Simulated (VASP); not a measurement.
Al2H5:

```
Al H
1.0
     3.70716    0.00000    0.00000
    -1.85358    3.21050    0.00000
     0.00000    0.00000    6.05726
Al H
2 5
Cartesian
  0.0000 0.0000 0.0000
  0.0000 2.1403 0.0000
  2.7768 0.5371 3.0286
  1.8536 2.1363 3.0286
  0.9303 0.5371 3.0286
  0.0000 0.0000 3.8442
  0.0000 0.0000 2.2130
```

```yaml
Program: VASP 6.6.1
Task: relaxation of cell and atoms
Functional: PBE
Potentials_or_basis: VASP PAW PBE potentials, release 64 (Al, H)
Cutoff: 600 eV
k_mesh: 6 × 6 × 4
Occupations: gaussian, width 0.1 eV
Spin: no spin polarisation
```

At the start: pressure 16.4 GPa; volume 10.30 Å³/atom.

**Question.** How do energy, volume and symmetry change on relaxing?

**Answer.** Over 35 steps the energy falls by 708.9 meV/atom and the volume is 11.40 Å³/atom (+10.7 %); space group P-6m2 (No. 187, to 0.05 Å).

Step by step:
```tsv
step	energy change (eV)	largest force (eV/Å)	pressure (GPa)	volume (Å³)
1	0.0000	1.0505	16.40	72.09
2	-1.7334	0.5583	1.90	83.31
3	-2.0441	0.3961	-2.90	90.01
4	-2.0599	0.3958	-3.68	91.51
5	-2.2477	0.3124	-3.03	87.85
6	-2.4552	0.4328	-1.26	81.93
7	-2.2222	3.0021	7.58	70.25
8	-2.5232	0.5833	-0.24	79.34
9	-2.4969	1.5363	3.40	73.97
10	-2.5499	0.7010	0.84	77.36
11	-2.7746	0.9249	1.05	75.52
12	-3.4793	1.9584	4.24	69.53
13	3.4592	13.9585	50.75	55.39
14	-3.2483	3.1426	6.76	68.93
15	-2.9576	3.7955	16.93	63.40
16	-3.2847	3.7096	10.15	66.59
17	-3.2099	3.8809	12.90	65.13
18	-3.2225	3.8325	13.07	65.05
19	-3.2509	3.6702	13.64	64.81
20	-3.2578	3.2569	15.01	64.32
21	-3.2634	3.4220	14.49	64.49
22	-3.2988	3.3353	14.26	64.59
23	-3.4011	3.0813	13.60	64.86
24	-3.5895	2.5990	12.36	65.42
25	-3.9065	1.7219	10.19	66.53
26	-4.3376	0.8036	6.95	68.75
27	-4.5700	3.1269	4.00	73.20
28	-4.7828	1.7597	2.68	74.81
29	-4.9558	0.2589	0.28	79.09
30	-4.9584	0.1531	0.44	78.69
31	-4.9586	0.1180	0.50	78.57
32	-4.9597	0.1039	0.45	78.75
33	-4.9615	0.0607	0.30	79.31
34	-4.9617	0.0772	0.24	79.56
35	-4.9624	0.0210	0.08	79.79
```

Final structure:
```cif
data_structure
_symmetry_space_group_name_H-M 'P 1'
_symmetry_Int_Tables_number 1
_cell_length_a 4.4723
_cell_length_b 4.4723
_cell_length_c 4.6065
_cell_angle_alpha 90.000
_cell_angle_beta 90.000
_cell_angle_gamma 120.000
_cell_volume 79.79
loop_
_atom_site_label
_atom_site_type_symbol
_atom_site_fract_x
_atom_site_fract_y
_atom_site_fract_z
_atom_site_occupancy
Al1 Al 0.00000 0.00000 0.00000 1
Al2 Al 0.33333 0.66667 0.00000 1
H1 H 0.73733 0.26267 0.50000 1
H2 H 0.73733 0.47467 0.50000 1
H3 H 0.52533 0.26267 0.50000 1
H4 H 0.00000 0.00000 0.59735 1
H5 H 0.00000 0.00000 0.40265 1
```
